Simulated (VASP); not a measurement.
# Ag in VASP: a series of runs, part 2 of 2

VASP 6.6.1.

### Step 3. Single point, PBEsol

INCAR

```
SYSTEM = Ag
ALGO = Normal
DIPOL = 0.5 0.5 0.500
EDIFF = 1E-6
ENCUT = 520
GGA = PS
IDIPOL = 3
ISIF = 2
ISMEAR = -1
LASPH = .True.
LCHARG = .False.
LDIPOL = .True.
LREAL = .False.
LWAVE = .False.
NBANDS = 36
NELM = 80
PREC = Accurate
SIGMA = 0.05
```

KPOINTS

```
k-points
0
Gamma
  14 10 1
  0 0 0
```

POSCAR

```
Ag
1.0
    2.8669039270      0.0000000000      0.0000000000
    0.0000000000      4.0544144156      0.0000000000
    0.0000000000      0.0000000000     21.7338000000
Ag
5
Direct
    0.0000000000      0.0000000000      0.3680900752
    0.5000000000      0.5000000000      0.4340450374
    0.0000000000      0.0000000000      0.5000000000
    0.5000000000      0.5000000000      0.5659549626
    0.0000000000      0.0000000000      0.6319099248
```

Potentials or basis: VASP PAW PBE potentials, release 64 (Ag).

On the command line:

```
> cat potpaw_PBE.64/Ag/POTCAR > POTCAR
> mpirun -np 1 vasp_std > vasp.out
```

OUTCAR:

```text
SYSTEM = Ag
   EDIFF = 1E-6
   ENCUT = 520
   GGA = PS
   ISIF = 2
   ISMEAR = -1
   LASPH = .True.
   LREAL = .False.
   NELM = 80
   PREC = Accurate

 ion  position               nearest neighbor table
   1  0.000  0.000  0.368-   3 2.87   2 2.87   2 2.87   2 2.87   2 2.87
   2  0.500  0.500  0.434-   1 2.87   1 2.87   1 2.87   1 2.87   3 2.87   3 2.87   3 2.87   3 2.87
                             4 2.87
   3  0.000  0.000  0.500-   1 2.87   5 2.87   4 2.87   2 2.87   2 2.87   4 2.87   2 2.87   4 2.87
                             2 2.87   4 2.87
   4  0.500  0.500  0.566-   5 2.87   5 2.87   5 2.87   5 2.87   3 2.87   3 2.87   3 2.87   3 2.87
                             2 2.87
   5  0.000  0.000  0.632-   3 2.87   4 2.87   4 2.87   4 2.87   4 2.87

  LATTYP: Found a simple orthorhombic cell.
 ALAT       =     2.8669039270
 B/A-ratio  =     1.4142135624
 C/A-ratio  =     7.5809307020

  Lattice vectors:

 A1 = (   2.8669039270,   0.0000000000,   0.0000000000)
 A2 = (   0.0000000000,   4.0544144156,   0.0000000000)
 A3 = (   0.0000000000,   0.0000000000,  21.7338000000)

Analysis of symmetry for initial positions (statically):
=====================================================================
 Subroutine PRICEL returns:
 Original cell was already a primitive cell.

 Routine SETGRP: Setting up the symmetry group for a
 simple orthorhombic supercell.

 Subroutine GETGRP returns: Found  8 space group operations
 (whereof  8 operations were pure point group operations)
 out of a pool of  8 trial point group operations.

The static configuration has the point symmetry D_2h.

Analysis of symmetry for dynamics (positions and initial velocities):
=====================================================================
 Subroutine PRICEL returns:
 Original cell was already a primitive cell.

 Routine SETGRP: Setting up the symmetry group for a
 simple orthorhombic supercell.

 Subroutine GETGRP returns: Found  8 space group operations
 (whereof  8 operations were pure point group operations)
 out of a pool of  8 trial point group operations.

The dynamic configuration has the point symmetry D_2h.

 Subroutine INISYM returns: Found  8 space group operations
 (whereof  8 operations are pure point group operations),
 and found     1 'primitive' translations

----------------------------------------------------------------------------------------

                                     Primitive cell

  volume of cell :     252.6254

  direct lattice vectors                    reciprocal lattice vectors
     2.866903927  0.000000000  0.000000000     0.348808340  0.000000000  0.000000000
     0.000000000  4.054414416  0.000000000     0.000000000  0.246644743  0.000000000
     0.000000000  0.000000000 21.733800000     0.000000000  0.000000000  0.046011282

  length of vectors
     2.866903927  4.054414416 21.733800000     0.348808340  0.246644743  0.046011282

  position of ions in fractional coordinates (direct lattice)
     0.000000000  0.000000000  0.368090075
     0.500000000  0.500000000  0.434045037
     0.000000000  0.000000000  0.500000000
     0.500000000  0.500000000  0.565954963
     0.000000000  0.000000000  0.631909925

  ion indices of the primitive-cell ions
   primitive index   ion index
                 1           1
                 2           2
                 3           3
                 4           4
[... 55 lines left out ...]
   k-points           NKPTS =     48   k-points in BZ     NKDIM =     48   number of bands    NBANDS=     36
   number of dos      NEDOS =    301   number of ions     NIONS =      5
   total plane-waves  NPLWV = 116640
   dimension x,y,z NGX =    24 NGY =   30 NGZ =  162
   dimension x,y,z NGXF=    48 NGYF=   60 NGZF=  324
   ions per type =               5
   NGX,Y,Z   is equivalent  to a cutoff of  13.92, 12.30, 12.39 a.u.
   NGXF,Y,Z  is equivalent  to a cutoff of  27.83, 24.60, 24.78 a.u.
 SYSTEM =  Ag
   PREC   = accura    normal or accurate (medium, high low for compatibility)
   ISTART =      0    job   : 0-new  1-cont  2-samecut
   ICHARG =      2    charge: 1-file 2-atom 10-const
   ISPIN  =      1    spin polarized calculation?
   LNONCOLLINEAR =      F non collinear calculations
   LSORBIT =      F    spin-orbit coupling
   LASPH  =      T    aspherical Exc in radial PAW
   ENCUT  =  520.0 eV  38.22 Ry    6.18 a.u.   5.33  7.54 40.41*2*pi/ulx,y,z
   NELM   =     80;   NELMIN=  2; NELMDL= -5     # of ELM steps
   EDIFF  = 0.1E-05   stopping-criterion for ELM
   LREAL  =      F    real-space projection
   EDIFFG = 0.1E-04   stopping-criterion for IOM
   NSW    =      0    number of steps for IOM
   IBRION =     -1    ionic relax: 0-MD 1-quasi-New 2-CG
   NFREE  =      0    steps in history (QN), initial steepest desc. (CG)
   ISIF   =      2    stress and relaxation
   ISYM   =      2    0-nonsym 1-usesym 2-fastsym
   POTIM  = 0.5000    time-step for ionic-motion
   TEBEG  =    0.0;   TEEND  =   0.0 temperature during run
   PSTRESS=    0.0 pullay stress
   NELECT =      55.0000    total number of electrons
   NUPDOWN=      -1.0000    fix difference up-down
   EMIN   =  10.00;   EMAX   =-10.00  energy-range for DOS
   EFERMI =   0.00;   METHOD = LEGACY
   ISMEAR =    -1;   SIGMA  =   0.05  broadening in eV -4-tet -1-fermi 0-gaus
   EFERMI_NEDOS =   21; number of points for ismear=-14 and -15
   IALGO  =     38    algorithm
   IMIX   =      4    mixing-type and parameters
     AMIX     =   0.40;   BMIX     =  1.00
     AMIX_MAG =   1.60;   BMIX_MAG =  1.00
  volume/ion in A,a.u.               =      50.53       340.96
  Fermi-wavevector in a.u.,A,eV,Ry     =   0.984850  1.861097 13.196692  0.969929
  Thomas-Fermi vector in A             =   2.116113
   LORBIT       =      0    0 simple, 1 ext, 2 COOP (PROOUT), +10 PAW based schemes
   GGA     = PS    functional components
   LHFCALC =     F    Hartree Fock is set to
   AEXX    =    0.0000 exact exchange contribution
   IVDW    =     0    specifies the selected vdW correction
   LEPSILON=     F    determine dielectric tensor
   LRPA    =     F    only Hartree local field effects (RPA)
 non-spin polarized calculation
  energy-cutoff  :      520.00
  volume of cell :      252.63
 maximum number of plane-waves:      6845
 NGX is ok and might be reduce to    24
   NGX = 11   NGY = 15   NGZ = 81

 dipolmoment           0.000000      0.000000     -0.000000 electrons x Angstroem

 number of electron      54.9999986 magnetization

 dipolmoment           0.000000      0.000000      0.000000 electrons x Angstroem

 Free energy of the ion-electron system (eV)
  ---------------------------------------------------
  ext. energy  EPLUGINS =         0.00000000
  ---------------------------------------------------
  free energy    TOTEN  =       -14.80549457 eV

  energy without entropy =      -14.79159103  energy(sigma->0) =      -14.79854280

 E-fermi :  -0.0514     XC(G=0):  -4.9911

 val. band max:       -0.1482069831   @ k =   0.0714   0.4000   0.0000
 cond. band min:      -0.0410761110   @ k =   0.4286   0.2000   0.0000
 fundamental gap:      0.1071308721
 Fermi energy:        -0.0514313053

 k-point     1 :       0.0000    0.0000    0.0000
  band No.  band energies     occupation
      1      -7.3689      2.00000
      2      -6.3170      2.00000
      3      -6.0251      2.00000
      4      -5.9376      2.00000
      5      -5.7272      2.00000
      6      -5.2534      2.00000
[... 925 lines left out ...]
     35       7.1736      0.00000
     36       7.5628      0.00000

 [... further k-points ...]

------------------------ aborting loop because EDIFF is reached ----------------------------------------

 vacuum level on the upper side and lower side of the slab       (xc-potential included)        -0.110        -0.110

  FORCE on cell =-STRESS in cart. coord.  units (eV):
  Direction    XX          YY          ZZ          XY          YZ          ZX
  --------------------------------------------------------------------------------------
  -------------------------------------------------------------------------------------
  Total       -2.3630723     -2.6142714     -1.0692432      0.0000000      0.0000000      0.0000000
  in kB      -14.9868602    -16.5799920     -6.7812559      0.0000000      0.0000000      0.0000000
  external PRESSURE =     -12.7827027 kB  Pullay stress =       0.0000000 kB

 VOLUME and BASIS-vectors are now :
 -----------------------------------------------------------------------------
  energy-cutoff  :      520.00
  volume of cell :      252.63
      direct lattice vectors                 reciprocal lattice vectors
     2.866903927  0.000000000  0.000000000     0.348808340  0.000000000  0.000000000
     0.000000000  4.054414416  0.000000000     0.000000000  0.246644743  0.000000000
     0.000000000  0.000000000 21.733800000     0.000000000  0.000000000  0.046011282

 POSITION                                       TOTAL-FORCE (eV/Angst)
 -----------------------------------------------------------------------------------
      0.00000      0.00000      8.00000        -0.000000     -0.000000      0.330525
      1.43345      2.02721      9.43345        -0.000000      0.000000     -0.305625
      0.00000      0.00000     10.86690        -0.000000     -0.000000      0.000000
      1.43345      2.02721     12.30035        -0.000000     -0.000000      0.305625
      0.00000      0.00000     13.73380         0.000000     -0.000000     -0.330525
 -----------------------------------------------------------------------------------
    total drift:                               -0.000000     -0.000000      0.000000

  FREE ENERGIE OF THE ION-ELECTRON SYSTEM (eV)
  ---------------------------------------------------
  free  energy   TOTEN  =       -14.8054945679 eV

  energy  without entropy=      -14.7915910271  energy(sigma->0) =      -14.79854280

 vacuum level on the upper side and lower side of the slab         4.168         4.168
```

OSZICAR:

```text
N       E                     dE             d eps       ncg     rms          rms(c)
DAV:   1     0.334614736273E+03    0.33461E+03   -0.24415E+04  3456   0.128E+03
DAV:   2    -0.530648077058E+01   -0.33992E+03   -0.32543E+03  3884   0.278E+02
DAV:   3    -0.161412936784E+02   -0.10835E+02   -0.10718E+02  3864   0.507E+01
[... 14 lines left out ...]
DAV:  18    -0.148054824033E+02   -0.46966E-05   -0.20856E-07  2452   0.282E-03    0.364E-04
DAV:  19    -0.148054879926E+02   -0.55893E-05   -0.32672E-07  2416   0.101E-03    0.382E-04
DAV:  20    -0.148054926009E+02   -0.46082E-05   -0.11693E-07  2368   0.600E-04    0.259E-04
DAV:  21    -0.148054941427E+02   -0.15419E-05   -0.54606E-08  2336   0.985E-04    0.904E-05
DAV:  22    -0.148054945679E+02   -0.42513E-06   -0.12300E-08  2340   0.328E-04
   1 F= -.14805495E+02 E0= -.14798543E+02  d E =-.139035E-01
```

Run time: 12 min. Hardware: 1 thread of Oxide Virtual Turin-like, shared host; peak memory 0.49 GiB.

What came out:

```yaml
Free_energy: -14.8055 eV
Largest_force: 0.331 eV/Å
Band_gap_on_the_k_mesh: zero (an odd number of electrons rules out a gap without spin polarisation)
```

Forces in eV/Å, atoms in the order of the input:
```
Ag   0.000  0.000  0.331
Ag   0.000  0.000 -0.306
Ag   0.000  0.000  0.000
Ag   0.000  0.000  0.306
Ag   0.000  0.000 -0.331
```

Caveat: the PAW data sets were made with another functional, which shifts forces and pressure a little.

### Step 4. Single point, PBEsol

INCAR

```
SYSTEM = Ag
ALGO     = Normal         ! electronic algorithm
DIPOL    = 0.5 0.5 0.500
EDIFF    = 1E-7           ! SCF threshold, eV
ENCUT    = 520            ! plane-wave cutoff, eV
GGA      = PS             ! functional
IDIPOL   = 3            
ISIF     = 2              ! what is computed and relaxed
ISMEAR   = -1             ! smearing method
LASPH    = .True.         ! aspherical terms in the spheres
LCHARG   = .True.         ! write CHGCAR
LDIPOL   = .True.       
LELF     = .True.         ! ELF
LREAL    = .False.        ! projectors in reciprocal space
LVACPOTAV= .True.       
LVHAR    = .True.       
LWAVE    = .False.        ! write WAVECAR
NBANDS   = 36             ! bands
NELM     = 100            ! most SCF steps
PREC     = Accurate       ! precision mode
SIGMA    = 0.05           ! smearing width, eV
```

KPOINTS is that of step 3.

POSCAR

```
Ag
1.0
    2.8669039270      0.0000000000      0.0000000000
    0.0000000000      4.0544144156      0.0000000000
    0.0000000000      0.0000000000     21.7338000000
Ag
5
Direct
    0.0000000000      0.0000000000      0.3715776552
    0.5000000000      0.5000000000      0.4323168633
    0.0000000000      0.0000000000      0.4999999999
    0.5000000000      0.5000000000      0.5676831369
    0.0000000000      0.0000000000      0.6284223446
```

On the command line:

```
> cat potpaw_PBE.64/Ag/POTCAR > POTCAR
> mpirun -np 1 vasp_std > vasp.out
```

Wall time 16 min (1 thread of Oxide Virtual Turin-like, shared host); peak memory 0.5 GiB.

The run converged. Its results:

- Free energy: -14.8436 eV
- Largest force: 0.010 eV/Å
- Band gap on the k mesh: zero (an odd number of electrons rules out a gap without spin polarisation)

Forces on the atoms (eV/Å):
```
Ag   0.000  0.000  0.010
Ag   0.000  0.000  0.000
Ag   0.000  0.000  0.000
Ag   0.000  0.000  0.000
Ag   0.000  0.000 -0.010
```

Levels at points of the mesh, in eV from the Fermi level:
```csv
k point,band 26,band 27,band 28,band 29,band 30,band 31
"(0.00, 0.00, 0.00)",-2.88,-2.68,-1.43,0.80,2.61,3.26
"(0.50, 0.00, 0.00)",-0.17,-0.15,0.67,1.00,1.93,4.23
"(0.00, 0.50, 0.00)",-2.82,-2.67,-2.13,-1.22,0.20,1.04
"(0.50, 0.50, 0.00)",0.47,0.66,2.69,3.07,3.89,4.02
```

Caveat: the PAW data sets were made with another functional, which shifts forces and pressure a little.

The gap in the log of VASP goes by the Fermi energy; the results here count the filled bands.